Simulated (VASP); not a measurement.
**SiC: single point with PBE**

The system is SiC.

```
CELL_PARAMETERS angstrom
0.00000 2.29502 1.95077
2.29502 0.00000 1.95077
2.29502 2.29502 0.00000
ATOMIC_POSITIONS crystal
Si 0.00000 0.00000 0.00000
C 0.75000 0.75000 0.75000
```

This cell differs from its parent crystal: ratio of the length along z to the lengths across it x 0.85, volume and fractional coordinates fixed.

| Property | Result |
| --- | --- |
| Program | VASP 6.6.1 |
| Task | single point |
| Functional | PBE |
| Potentials or basis | VASP PAW PBE potentials, release 64 (Si, C) |
| Cutoff | 520 eV |
| k mesh | 12 × 12 × 12 |
| Occupations | gaussian, width 0.05 eV |
| Spin | no spin polarisation |

```json
{
 "Pressure": "2.5 GPa",
 "Band gap on the k mesh": "zero (band 4 reaches 8.87 eV, above the bottom of band 5 at 8.82 eV)"
}
```

Stress tensor (GPa, compression positive):
```
-7.35  0.00  0.00
 0.00 -7.35  0.00
 0.00  0.00 22.29
```

Levels at points of the mesh, in eV from the Fermi level:
```csv
k point,band 1,band 2,band 3,band 4,band 5,band 6,band 7,band 8
"(0.00, 0.00, 0.00)",-16.08,-0.85,-0.85,0.02,5.59,6.52,7.02,7.02
"(0.50, 0.00, 0.00)",-12.41,-9.16,-2.51,-0.90,3.78,5.49,8.92,9.99
"(0.50, 0.50, 0.00)",-10.16,-7.03,-4.88,-4.88,-0.02,1.83,12.99,12.99
"(0.50, 0.00, 0.50)",-11.41,-9.08,-3.19,-3.00,1.42,4.74,11.17,12.76
```

Run time: 66 s on 1 thread of AMD EPYC 7R13, with other jobs on the host, peak memory 0.13 GiB.
